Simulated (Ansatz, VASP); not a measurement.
**NbSb in VASP and in Ansatz**

```
Nb Sb
1.0
     3.59774    0.00000    0.00000
     0.00000    3.59774    0.00000
     0.00000    0.00000    6.48081
Nb Sb
2 2
Direct
  0.50000 0.00000 0.86820
  0.00000 0.50000 0.13180
  0.50000 0.00000 0.32943
  0.00000 0.50000 0.67057
```

Alike in both runs: task single point; functional PBE; k mesh 6 × 6 × 4; occupations gaussian, width 0.1 eV; collinear spin.

|  | VASP | Ansatz |
| --- | --- | --- |
| version | VASP 6.6.1 | Ansatz 0.2.0 |
| potentials or method | VASP PAW PBE potentials, release 64 (Nb_sv, Sb), cutoff 520 eV | scalar-relativistic, plane waves, PAW |
| valence electrons in the cell | 36 | 56 |

Ansatz gave:

- gap on the k mesh at the Fermi level (eV): none
- pressure (GPa): 0.0
- traceless stress, the component that is largest in VASP (GPa): 0.21
- rms of the force components (eV/Å): 0.014
- net moment per atom (μB): 0.00

**Question.** What did VASP give for the same quantities?

**Answer.** gap on the k mesh at the Fermi level (eV): none; pressure (GPa): -0.2; traceless stress, the component that is largest in VASP (GPa): 0.26; rms of the force components (eV/Å): 0.012; net moment per atom (μB): 0.00.

Atom by atom the forces differ by 0.002 eV/Å (rms over components). A gap of «none» marks a metal or a gap that the smearing closes. VASP's potentials hold 36 valence electrons a cell and Ansatz's 56, so a difference there can come from the potentials and not from the codes. Ansatz's warnings: seeded moment not kept.

Spin-orbit coupling is off throughout.
